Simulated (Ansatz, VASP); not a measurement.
**InGa5P6 in VASP and in Ansatz**

The input INCAR:

```
SYSTEM = InGa5P6
PREC = Accurate
ENCUT = 520
EDIFF = 1E-6
ISMEAR = 0
SIGMA = 0.1
LREAL = .False.
LASPH = .True.
NELM = 60
ALGO = Normal
ISIF = 2
LWAVE = .False.
LCHARG = .False.
GGA = PE
NBANDS = 66
```

The input KPOINTS:

```
regular mesh
0
Gamma
  4 4 1
  0 0 0
```

File POSCAR:

```
InGa5P6
1.0
    3.9406927000      0.0000000000      0.0000000000
    0.0000000000      3.9406927000      0.0000000000
    0.0000000000      0.0000000000     16.7971366000
In Ga P
1 5 6
Direct
    0.5000000000      0.5000000000      0.5000000000
    0.0000000000      0.0000000000      0.6754850000
    0.0000000000      0.0000000000      0.3245150000
    0.5000000000      0.5000000000      0.1621910000
    0.0000000000      0.0000000000      0.0000000000
    0.5000000000      0.5000000000      0.8378090000
    0.5000000000      0.0000000000      0.4048240000
    0.0000000000      0.5000000000      0.2432940000
    0.5000000000      0.0000000000      0.0810860000
    0.0000000000      0.5000000000      0.9189140000
    0.5000000000      0.0000000000      0.7567060000
    0.0000000000      0.5000000000      0.5951760000
```

Input for Ansatz:

```yaml
crystal:
  lattice:
    - [3.9406927, 0.0, 0.0]
    - [0.0, 3.9406927, 0.0]
    - [0.0, 0.0, 16.7971366]
  atoms:
    - { symbol: In, position: [0.5, 0.5, 0.5] }
    - { symbol: Ga, position: [0.0, 0.0, 0.675485] }
    - { symbol: Ga, position: [0.0, 0.0, 0.324515] }
    - { symbol: Ga, position: [0.5, 0.5, 0.162191] }
    - { symbol: Ga, position: [0.0, 0.0, 0.0] }
    - { symbol: Ga, position: [0.5, 0.5, 0.837809] }
    - { symbol: P, position: [0.5, 0.0, 0.404824] }
    - { symbol: P, position: [0.0, 0.5, 0.243294] }
    - { symbol: P, position: [0.5, 0.0, 0.081086] }
    - { symbol: P, position: [0.0, 0.5, 0.918914] }
    - { symbol: P, position: [0.5, 0.0, 0.756706] }
    - { symbol: P, position: [0.0, 0.5, 0.595176] }
basis:
  ecutwfc: 420
kpoints:
  mp_grid: { grid: [4, 4, 1] }
hamiltonian:
  xc: pbe
scf:
  occupations: { method: gaussian, width: 0.1 }
  lower_state_search: "off"
output:
  forces: true
  stress: true
  eigenvalues: true
```

Alike in both runs: task single point; functional PBE; k mesh 4 × 4 × 1; occupations gaussian, width 0.1 eV; no spin polarisation.

|  | VASP | Ansatz |
| --- | --- | --- |
| version | VASP 6.6.1 | Ansatz 0.2.0 |
| potentials or method | VASP PAW PBE potentials, release 64 (In_d, Ga_d, P), cutoff 520 eV | scalar-relativistic, plane waves, PAW |
| valence electrons in the cell | 108 | 108 |

|  | VASP | Ansatz | Ansatz less VASP |
| --- | --- | --- | --- |
| gap on the k mesh at the Fermi level (eV) | 1.23 | 1.23 | +0.003 |
| least direct gap on the mesh (eV) | 1.23 | 1.23 | +0.003 |
| pressure (GPa) | 0.1 | 0.1 | 0.00 |
| traceless stress, the component that is largest in VASP (GPa) | -0.55 | -0.55 | 0.000 |
| rms of the force components (eV/Å) | 0.006 | 0.006 | +0.0007 |

Atom by atom the forces differ by 0.001 eV/Å (rms over components).
